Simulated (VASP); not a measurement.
Here is a VASP 6.6.1 calculation.

File INCAR:

```
SYSTEM = N
  PREC = Accurate
  ENCUT = 520
  EDIFF = 1E-7
  ISMEAR = 0
  SIGMA = 0.05
  LREAL = .FALSE.
  LASPH = .TRUE.
  NELM = 80
  ALGO = Normal
  ISIF = 2
  LWAVE = .FALSE.
  LCHARG = .FALSE.
  GGA = PS
  NBANDS = 18
```

Contents of KPOINTS:

```
Automatic mesh
0
G
  6 6 4
  0 0 0
```

Contents of POSCAR:

```
N
1.0
    4.1672328106      0.0000000000      0.0000000000
   -2.0836164053      3.6089294775      0.0000000000
    0.0000000000      0.0000000000      7.0060035100
N
4
Direct
    0.3021606544      0.6043213087      0.3931606673
    0.3333333333      0.6666666667      0.1710699600
    0.6666666667      0.3333333333      0.8289300400
    0.6666666667      0.3333333333      0.6710699600
```

Potentials or basis: VASP PAW PBE potentials, release 64 (N).

Run with:

```bash
$ cat potpaw_PBE.64/N/POTCAR > POTCAR
$ mpirun -np 1 vasp_std > vasp.out
```

(1) Predict the pressure.

(2) Predict the band gap on the k mesh.

## Answers

(1) -10.9 GPa.

(2) 3.18 eV, indirect (least direct gap 3.27 eV).

Caveat: the cell differs from its parent crystal (atom 1 (N) moved by (-0.225, +0.450) A along y and z); the standard files for N, O and F lose accuracy on very short bonds; the PAW data sets were made with another functional, which shifts forces and pressure a little.
